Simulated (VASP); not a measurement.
Runs of VASP 6.6.1 on Ca. The structure is that of space group Fm-3m (No. 225), or close to it. The cells are those of the table. 

| cell | gap on the mesh (eV) | pressure (GPa) |
| --- | --- | --- |
| a = 3.952, b = 3.981, c = 3.981 Å, angles 59.5, 60.2, 60.2°, 1 atom | none | -0.8 |
| a = 3.952, b = 4.057, c = 4.057 Å, angles 58.3, 60.9, 60.9°, 1 atom | none | -1.3 |
| a = 3.952, b = 3.922, c = 3.922 Å, angles 60.5, 59.8, 59.8°, 1 atom | none | (a) |
| a = 3.952, b = 4.072, c = 4.072 Å, angles 58.1, 61.0, 61.0°, 1 atom | none | (b) |
| a = 3.952, b = 4.041, c = 4.041 Å, angles 58.5, 60.7, 60.7°, 1 atom | none | -1.2 |
| a = 3.952, b = 4.011, c = 4.011 Å, angles 59.0, 60.5, 60.5°, 1 atom | none | -1.0 |
| a = 3.952, b = 3.893, c = 3.893 Å, angles 61.0, 59.5, 59.5°, 1 atom | none | 0.0 |

Alike in all rows: task single point; level PBE; potentials or basis VASP PAW PBE potentials, release 64 (Ca_sv); no spin polarisation; k mesh 14 × 14 × 14; cutoff (eV) 520; smearing gaussian 0.15 eV.

Q: Fill in the values left out.

A: (a) -0.3; (b) -1.4.

A gap of «none» marks levels without a gap at the run's occupations.
